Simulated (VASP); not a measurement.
# Cu (I4/mmm) in VASP: notebook

Runs on Cu. Level: PBE. Tasks: single point.

All numbers are computed with VASP 6.6.1; they aren't measurements. Logs are shortened: lines on timing, memory, paths and dates and some standing lists are left out, and cuts for length are marked.

## (1) The cell of the first run

The structure is tetragonal, space group I4/mmm (No. 139). Conventional cell: a = 2.695 Å, b = 2.695 Å, c = 3.630 Å, α = 90.00°, β = 90.00°, γ = 90.00°. Within 3.5 Å of Cu (site symmetry 4/mmm) lie 12 Cu at 2.63 to 2.69 Å.

## (2) Single point, PBE (strain +0.050 along x and y, +0.000 along z)

File INCAR:

```
SYSTEM = Cu
  ALGO = Fast
  EDIFF = 1E-6
  ENCUT = 520
  GGA = PE
  ISIF = 2
  ISMEAR = 0
  LASPH = .TRUE.
  LCHARG = .TRUE.
  LELF = .TRUE.
  LREAL = .FALSE.
  LVHAR = .TRUE.
  LWAVE = .FALSE.
  NBANDS = 12
  NELM = 60
  PREC = Accurate
  SIGMA = 0.15
```

File KPOINTS:

```
k-points
0
G
  28 28 28
  0 0 0
```

File POSCAR:

```
Cu
1.0
    0.0000000000      1.9056178346      1.8148741282
    1.9056178346      0.0000000000      1.8148741282
    1.9056178346      1.9056178346      0.0000000000
Cu
1
Direct
    0.0000000000      0.0000000000      0.0000000000
```

Potentials or basis: VASP PAW PBE potentials, release 64 (Cu).

Started as:

```sh
cat potpaw_PBE.64/Cu/POTCAR > POTCAR
mpirun -np 1 vasp_std > vasp.out
```

OUTCAR:

```text
SYSTEM = Cu
   EDIFF = 1E-6
   ENCUT = 520
   GGA = PE
   ISIF = 2
   ISMEAR = 0
   LASPH = .TRUE.
   LREAL = .FALSE.
   NELM = 60
   PREC = Accurate

 ion  position               nearest neighbor table
   1  0.000  0.000  0.000-

  LATTYP: Found a body centered tetragonal cell.
 ALAT       =     2.6949505864
 C/A-ratio  =     1.3468700594

  Lattice vectors:

 A1 = (   0.0000000000,  -1.9056178346,  -1.8148741282)
 A2 = (   0.0000000000,   1.9056178346,  -1.8148741282)
 A3 = (   1.9056178346,   0.0000000000,   1.8148741282)

Analysis of symmetry for initial positions (statically):
=====================================================================
 Subroutine PRICEL returns:
 Original cell was already a primitive cell.

 Routine SETGRP: Setting up the symmetry group for a
 body centered tetragonal supercell.

 Subroutine GETGRP returns: Found 16 space group operations
 (whereof 16 operations were pure point group operations)
 out of a pool of 16 trial point group operations.

The static configuration has the point symmetry D_4h.

Analysis of symmetry for dynamics (positions and initial velocities):
=====================================================================
 Subroutine PRICEL returns:
 Original cell was already a primitive cell.

 Routine SETGRP: Setting up the symmetry group for a
 body centered tetragonal supercell.

 Subroutine GETGRP returns: Found 16 space group operations
 (whereof 16 operations were pure point group operations)
 out of a pool of 16 trial point group operations.

The dynamic configuration has the point symmetry D_4h.

 Subroutine INISYM returns: Found 16 space group operations
 (whereof 16 operations are pure point group operations),
 and found     1 'primitive' translations

----------------------------------------------------------------------------------------

                                     Primitive cell

  volume of cell :      13.1810

  direct lattice vectors                    reciprocal lattice vectors
     0.000000000  1.905617835  1.814874128    -0.262382095  0.262382095  0.275501200
     1.905617835  0.000000000  1.814874128     0.262382095 -0.262382095  0.275501200
     1.905617835  1.905617835  0.000000000     0.262382095  0.262382095 -0.275501200

  length of vectors
     2.631567486  2.631567486  2.694950586     0.462157591  0.462157591  0.462157591

  position of ions in fractional coordinates (direct lattice)
     0.000000000  0.000000000  0.000000000

  ion indices of the primitive-cell ions
   primitive index   ion index
                 1           1

----------------------------------------------------------------------------------------

 KPOINTS: k-points

Automatic generation of k-mesh.
 Grid dimensions read from file:
 generate k-points for:   28   28   28

 Generating k-lattice:

  Cartesian coordinates                     Fractional coordinates (reciprocal lattice)
    -0.009370789  0.009370789  0.009839329     0.035714286 -0.000000000  0.000000000
     0.009370789 -0.009370789  0.009839329    -0.000000000  0.035714286  0.000000000
     0.009370789  0.009370789 -0.009839329     0.000000000  0.000000000  0.035714286

  Length of vectors
     0.016505628  0.016505628  0.016505628

  Shift w.r.t. Gamma in fractional coordinates (k-lattice)
     0.000000000  0.000000000  0.000000000

 Subroutine IBZKPT returns following result:
 ===========================================

 Found   1639 irreducible k-points:

 Following reciprocal coordinates:
            Coordinates               Weight
  0.000000  0.000000  0.000000      1.000000
  0.035714  0.000000  0.000000      8.000000
  0.071429  0.000000  0.000000      8.000000
  0.107143 -0.000000  0.000000      8.000000
  0.142857 -0.000000  0.000000      8.000000
  0.178571 -0.000000  0.000000      8.000000
[... 16 lines left out ...]
  0.285714  0.035714  0.000000      8.000000
  0.321429  0.035714  0.000000      8.000000
 [... further k-points ...]
   k-points           NKPTS =   1639   k-points in BZ     NKDIM =   1639   number of bands    NBANDS=     12
   number of dos      NEDOS =    301   number of ions     NIONS =      1
   total plane-waves  NPLWV =   8000
   dimension x,y,z NGX =    20 NGY =   20 NGZ =   20
   dimension x,y,z NGXF=    40 NGYF=   40 NGZF=   40
   ions per type =               1
   NGX,Y,Z   is equivalent  to a cutoff of  12.63, 12.63, 12.34 a.u.
   NGXF,Y,Z  is equivalent  to a cutoff of  25.27, 25.27, 24.68 a.u.
 SYSTEM =  Cu
   PREC   = accura    normal or accurate (medium, high low for compatibility)
   ISTART =      0    job   : 0-new  1-cont  2-samecut
   ICHARG =      2    charge: 1-file 2-atom 10-const
   ISPIN  =      1    spin polarized calculation?
   LNONCOLLINEAR =      F non collinear calculations
   LSORBIT =      F    spin-orbit coupling
   LASPH  =      T    aspherical Exc in radial PAW
   ENCUT  =  520.0 eV  38.22 Ry    6.18 a.u.   4.89  4.89  5.01*2*pi/ulx,y,z
   NELM   =     60;   NELMIN=  2; NELMDL= -5     # of ELM steps
   EDIFF  = 0.1E-05   stopping-criterion for ELM
   LREAL  =      F    real-space projection
   EDIFFG = 0.1E-04   stopping-criterion for IOM
   NSW    =      0    number of steps for IOM
   IBRION =     -1    ionic relax: 0-MD 1-quasi-New 2-CG
   NFREE  =      0    steps in history (QN), initial steepest desc. (CG)
   ISIF   =      2    stress and relaxation
   ISYM   =      2    0-nonsym 1-usesym 2-fastsym
   POTIM  = 0.5000    time-step for ionic-motion
   TEBEG  =    0.0;   TEEND  =   0.0 temperature during run
   PSTRESS=    0.0 pullay stress
   NELECT =      11.0000    total number of electrons
   NUPDOWN=      -1.0000    fix difference up-down
   EMIN   =  10.00;   EMAX   =-10.00  energy-range for DOS
   EFERMI =   0.00;   METHOD = LEGACY
   ISMEAR =     0;   SIGMA  =   0.15  broadening in eV -4-tet -1-fermi 0-gaus
   EFERMI_NEDOS =   21; number of points for ismear=-14 and -15
   IALGO  =     68    algorithm
   IMIX   =      4    mixing-type and parameters
     AMIX     =   0.40;   BMIX     =  1.00
     AMIX_MAG =   1.60;   BMIX_MAG =  1.00
  volume/ion in A,a.u.               =      13.18        88.95
  Fermi-wavevector in a.u.,A,eV,Ry     =   1.541309  2.912651 32.322451  2.375633
  Thomas-Fermi vector in A             =   2.647273
   LORBIT       =      0    0 simple, 1 ext, 2 COOP (PROOUT), +10 PAW based schemes
   GGA     = PE    functional components
   LHFCALC =     F    Hartree Fock is set to
   AEXX    =    0.0000 exact exchange contribution
   IVDW    =     0    specifies the selected vdW correction
   LEPSILON=     F    determine dielectric tensor
   LRPA    =     F    only Hartree local field effects (RPA)
 non-spin polarized calculation
 RMM-DIIS sequential band-by-band and
 Gauss-broadening in eV      SIGMA  =   0.15
  energy-cutoff  :      520.00
  volume of cell :       13.18
 maximum number of plane-waves:       370
   NGX =  9   NGY =  9   NGZ =  9

 number of electron      11.0000000 magnetization

 Free energy of the ion-electron system (eV)
  ---------------------------------------------------
  ext. energy  EPLUGINS =         0.00000000
  ---------------------------------------------------
  free energy    TOTEN  =        -3.68658410 eV

  energy without entropy =       -3.68316001  energy(sigma->0) =       -3.68487205

 E-fermi :   6.3139     XC(G=0): -12.1012

 val. band max:        6.3119529537   @ k =   0.5000  -0.0000   0.1071
 cond. band min:       6.3240738350   @ k =   0.4643   0.3571   0.0714
 fundamental gap:      0.0121208812
 Fermi energy:         6.3139008068

 k-point     1 :       0.0000    0.0000    0.0000
  band No.  band energies     occupation
      1      -2.2463      2.00000
      2       3.5268      2.00000
      3       3.5268      2.00000
      4       3.7191      2.00000
      5       4.1781      2.00000
      6       4.3690      2.00000
      7      28.0525      0.00000
      8      29.8308      0.00000
      9      29.8308      0.00000
     10      29.8934      0.00000
     11      32.2502      0.00000
     12      32.3376      0.00000

 k-point     2 :       0.0357    0.0000    0.0000
  band No.  band energies     occupation
      1      -2.2032      2.00000
      2       3.5247      2.00000
      3       3.5345      2.00000
      4       3.7204      2.00000
      5       4.1761      2.00000
      6       4.3652      2.00000
      7      27.7745      0.00000
      8      29.1433      0.00000
      9      29.6553      0.00000
     10      29.7293      0.00000
     11      32.4918      0.00000
     12      32.5750      0.00000

 k-point     3 :       0.0714    0.0000    0.0000
  band No.  band energies     occupation
      1      -2.0744      2.00000
      2       3.5154      2.00000
      3       3.5561      2.00000
      4       3.7273      2.00000
      5       4.1715      2.00000
      6       4.3544      2.00000
      7      26.5523      0.00000
      8      28.6260      0.00000
      9      29.2562      0.00000
     10      29.4049      0.00000
     11      33.0272      0.00000
     12      33.1523      0.00000
[... 286 lines left out ...]
 k-point    23 :       0.2857    0.0357    0.0000
  band No.  band energies     occupation
      1       0.1356      2.00000
      2       3.3936      2.00000
      3       3.6247      2.00000
      4       3.7949      2.00000
      5       4.3751      2.00000
      6       4.4393      2.00000
      7      16.7595      0.00000
      8      25.9228      0.00000
      9      26.5500      0.00000
     10      29.8029      0.00000
     11      32.4981      0.00000
     12      32.5599      0.00000

 k-point    24 :       0.3214    0.0357    0.0000
  band No.  band energies     occupation
      1       0.6514      2.00000
      2       3.4769      2.00000
      3       3.5939      2.00000
      4       3.7689      2.00000
      5       4.4590      2.00000
      6       4.5307      2.00000
      7      15.2021      0.00000
      8      25.6929      0.00000
      9      26.3213      0.00000
     10      29.5079      0.00000
     11      31.8138      0.00000
     12      31.8702      0.00000

 [... further k-points ...]
[... 5 lines left out ...]
  --------------------------------------------------------------------------------------
  -------------------------------------------------------------------------------------
  Total       -0.8415801     -0.8415801     -0.7082364      0.0000000      0.0000000      0.0000000
  in kB     -102.2958293   -102.2958293    -86.0876201      0.0000000      0.0000000      0.0000000
  external PRESSURE =     -96.8930929 kB  Pullay stress =       0.0000000 kB

 VOLUME and BASIS-vectors are now :
 -----------------------------------------------------------------------------
  energy-cutoff  :      520.00
  volume of cell :       13.18
      direct lattice vectors                 reciprocal lattice vectors
     0.000000000  1.905617835  1.814874128    -0.262382095  0.262382095  0.275501200
     1.905617835  0.000000000  1.814874128     0.262382095 -0.262382095  0.275501200
     1.905617835  1.905617835  0.000000000     0.262382095  0.262382095 -0.275501200

 POSITION                                       TOTAL-FORCE (eV/Angst)
 -----------------------------------------------------------------------------------
      0.00000      0.00000      0.00000         0.000000     -0.000000      0.000000
 -----------------------------------------------------------------------------------
    total drift:                                0.000000      0.000000      0.000000

  FREE ENERGIE OF THE ION-ELECTRON SYSTEM (eV)
  ---------------------------------------------------
  free  energy   TOTEN  =        -3.6865840955 eV

  energy  without entropy=       -3.6831600092  energy(sigma->0) =       -3.68487205
```

Run time: 97 s. Hardware: 1 thread of Intel Xeon 6975P-C (Granite Rapids), shared host; peak memory 0.34 GiB.

What came out:

| Quantity | Value |
| --- | --- |
| Free energy | -3.6866 eV |
| Pressure | -9.7 GPa |

Caveat: the cell differs from its parent crystal (strain +0.050 along x and y, +0.000 along z).

(Continued in part 2 of 2.)
